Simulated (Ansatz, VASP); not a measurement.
One calculation of MgS, two programs

The input POSCAR:

```
MgS
1.0
    0.0000000000      2.5484108327      2.5484108327
    2.5484108327      0.0000000000      2.5484108327
    2.5484108327      2.5484108327      0.0000000000
Mg S
1 1
Direct
    0.0000000000      0.0000000000      0.0000000000
    0.5000000000      0.5000000000      0.5000000000
```

INCAR.step1

```
SYSTEM = MgS
PREC = Accurate ; ENCUT = 520
ISMEAR = 0 ; SIGMA = 0.01
LREAL = .FALSE. ; LASPH = .TRUE.
NELM = 60 ; NBANDS = 11
GGA = PE ; ALGO = Normal
EDIFF = 1E-4 ; LWAVE = .TRUE.
LCHARG = .FALSE.
```

File INCAR.step2:

```
SYSTEM = MgS
PREC = Accurate ; ENCUT = 520
EDIFF = 1E-7 ; ISMEAR = 0
SIGMA = 0.01 ; LREAL = .FALSE.
LASPH = .TRUE. ; NELM = 60
ALGO = Normal ; ISIF = 2
LWAVE = .FALSE. ; LCHARG = .FALSE.
METAGGA = R2SCAN ; LMIXTAU = .TRUE.
NBANDS = 11 ; ISTART = 1
```

KPOINTS

```
regular mesh
0
G
  8 8 8
  0 0 0
```

Input for Ansatz:

```yaml
crystal:
  lattice:
    - [0.0, 2.5484108327, 2.5484108327]
    - [2.5484108327, 0.0, 2.5484108327]
    - [2.5484108327, 2.5484108327, 0.0]
  atoms:
    - { symbol: Mg, position: [0.0, 0.0, 0.0] }
    - { symbol: S, position: [0.5, 0.5, 0.5] }
kpoints:
  mp_grid: { grid: [8, 8, 8] }
hamiltonian:
  xc: r2scan
scf:
  occupations: { method: fixed }
  n_extra_bands: 4
output:
  forces: true
  stress: true
  eigenvalues: true
```

Alike in both runs: task single point; functional r2SCAN; k mesh 8 × 8 × 8; no spin polarisation.

|  | VASP | Ansatz |
| --- | --- | --- |
| version | VASP 6.6.1 | Ansatz 0.2.0 |
| potentials or method | VASP PAW PBE potentials, release 64 (Mg, S) | plane waves, PAW |
| plane-wave cutoff (eV) | 520 | 500 |
| occupations | gaussian, width 0.01 eV | fixed |
| valence electrons in the cell | 8 | 16 |

Ansatz gave:

- gap on the k mesh at the Fermi level (eV): 3.59
- pressure (GPa): 5.6

Task: Which values does VASP return?

Result: gap on the k mesh at the Fermi level (eV): 3.57; pressure (GPa): 5.1.

VASP's potentials were made for PBE, not for r2SCAN. VASP's potentials hold 8 valence electrons a cell and Ansatz's 16, so a difference there can come from the potentials and not from the codes.
